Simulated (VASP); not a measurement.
The system is Ti.

```xyz
1
Lattice="0.0000 2.0300 2.0300 2.0300 0.0000 2.0300 2.0300 2.0300 0.0000" Properties=species:S:1:pos:R:3 pbc="T T T"
Ti    0.0000    0.0000    0.0000
```

| Quantity | Value |
| --- | --- |
| Program | VASP 6.6.1 |
| Task | relaxation of cell and atoms |
| Functional | revPBE |
| Dispersion | D4 |
| Potentials or basis | VASP PAW PBE potentials, release 64 (Ti_sv) |
| Cutoff | 600 eV |
| k mesh | 11 × 11 × 11 |
| Occupations | fermi-dirac, width 0.05 eV |
| Spin | no spin polarisation |

At the start: pressure 3.2 GPa; volume 16.73 Å³/atom.

Task: How do energy, volume and symmetry change on relaxing?

Result: Over 3 steps the energy falls by 4.9 meV/atom and the volume is 17.23 Å³/atom (+3.0 %); space group Fm-3m (No. 225, to 0.05 Å).

Step by step:
```tsv
step	energy change (eV)	largest force (eV/Å)	pressure (GPa)	volume (Å³)
1	0.0000	0.0000	3.23	16.73
2	-0.0028	0.0000	-1.96	17.56
3	-0.0049	0.0000	-0.02	17.23
```

Final structure:
```yaml
crystal:
  lattice:
    - [0.00000, 2.04990, 2.04990]
    - [2.04990, 0.00000, 2.04990]
    - [2.04990, 2.04990, 0.00000]
  atoms:
    - { symbol: Ti, position: [0.00000, 0.00000, 0.00000] }
```

Caveat: the PAW data sets were made with another functional, which shifts forces and pressure a little; pairwise dispersion overbinds metals, which lowers pressure and volume.
